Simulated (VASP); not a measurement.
Here is a VASP 6.6.1 calculation.

The input INCAR:

```
  PREC = Accurate
  ENCUT = 500
  EDIFF = 1E-7
  ISMEAR = -1
  SIGMA = 0.1
  LREAL = F
  LASPH = T
  NELM = 120
  ALGO = Normal
  ISIF = 8
  LWAVE = F
  LCHARG = F
  GGA = PS
  IBRION = 2
  NSW = 80
  EDIFFG = -0.02
  GGA_COMPAT = F
  NELMIN = 4
```

The input KPOINTS:

```
regular mesh
0
Gamma
  20 20 20
```

Contents of POSCAR:

```
Au
1.0
    0.0000000000      2.0350000000      2.0350000000
    2.0350000000      0.0000000000      2.0350000000
    2.0350000000      2.0350000000      0.0000000000
Au
1
Direct
    0.0000000000      0.0000000000      0.0000000000
```

Potentials or basis: VASP PAW PBE potentials, release 64 (Au).

Launch:

```console
$ cat potpaw_PBE.64/Au/POTCAR > POTCAR
$ mpirun -np 1 vasp_std > vasp.out
```

Q: What does it give for the space group after relaxing (to 0.1 Å)?

A: Fm-3m (No. 225).

Q: Estimate the relaxed volume.

A: 16.99 Å³/atom.

The path:
```tsv
step	energy change (eV)	largest force (eV/Å)	pressure (GPa)	volume (Å³)
1	0.0000	0.0000	1.46	16.85
2	0.0012	0.0000	-2.34	17.23
3	-0.0006	0.0000	0.00	16.99
```

Caveat: the PAW data sets were made with another functional, which shifts forces and pressure a little. Zero-point motion and thermal expansion aren't in these numbers.
